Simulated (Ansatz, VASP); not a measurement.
**SrO in VASP and in Ansatz**

INCAR

```
SYSTEM = SrO
ALGO = Normal
EDIFF = 1E-6
ENCUT = 520
ISIF = 2
ISMEAR = -1
LASPH = .TRUE.
LCHARG = .FALSE.
LREAL = .FALSE.
LWAVE = .FALSE.
NBANDS = 15
NELM = 60
PREC = Accurate
SIGMA = 0.02
```

Contents of KPOINTS:

```
k-points
0
G
  8 8 8
  0 0 0
```

Contents of POSCAR:

```
SrO
1.0
    0.0000000000      2.5954980000      2.5698000000
    2.5954980000      0.0000000000      2.5698000000
    2.5954980000      2.5954980000      0.0000000000
Sr O
1 1
Direct
    0.0000000000      0.0000000000      0.0000000000
    0.5000000000      0.5000000000      0.5000000000
```

Input for Ansatz:

```yaml
crystal:
  lattice:
    - [0.0, 2.595498, 2.5698]
    - [2.595498, 0.0, 2.5698]
    - [2.595498, 2.595498, 0.0]
  atoms:
    - { symbol: Sr, position: [0.0, 0.0, 0.0] }
    - { symbol: O, position: [0.5, 0.5, 0.5] }
kpoints:
  mp_grid: { grid: [8, 8, 8] }
  band_path:
    path:
      - [0.0, 0.0, 0.0]
      - [0.0, 0.5, 0.5]
      - [0.25, 0.75, 0.5]
      - [0.0, 0.5, 0.0]
      - [0.0, 0.0, 0.0]
      - [0.5, 0.5, 0.0]
      - [0.3775125, 0.6224875, 0.0]
      - [-0.3775125, 0.3775125, 0.0]
      - [0.0, 0.0, 0.0]
    npoints: 5
scf:
  occupations: { method: fermi_dirac, width: 0.02 }
hamiltonian:
  xc: lda
  pseudopotentials: { kind: all_electron, lapw: { basis_error: 0.00025 } }
output:
  forces: true
  stress: true
  eigenvalues: true
```

Change from the starting cell: equal xx and yy strain of +1 %.

Alike in both runs: task single point; functional LDA; k mesh 8 × 8 × 8; occupations fermi-dirac, width 0.02 eV; no spin polarisation.

|  | VASP | Ansatz |
| --- | --- | --- |
| version | VASP 6.6.1 | Ansatz 0.2.0 |
| potentials or method | VASP PAW LDA potentials, release 64 (Sr_sv, O), cutoff 520 eV | all-electron LAPW, scalar-relativistic |

|  | VASP | Ansatz | Ansatz less VASP |
| --- | --- | --- | --- |
| gap on the k mesh at the Fermi level (eV) | 3.07 | 3.12 | +0.056 |
| pressure (GPa) | -5.1 | -5.8 | -0.62 |
| traceless stress, the component that is largest in VASP (GPa) | 0.77 | 0.72 | -0.050 |

LDA's correlation is that of Perdew and Zunger in VASP and of Perdew and Wang (1992) in Ansatz. Ansatz ran all-electron here, and VASP with PAW potentials.
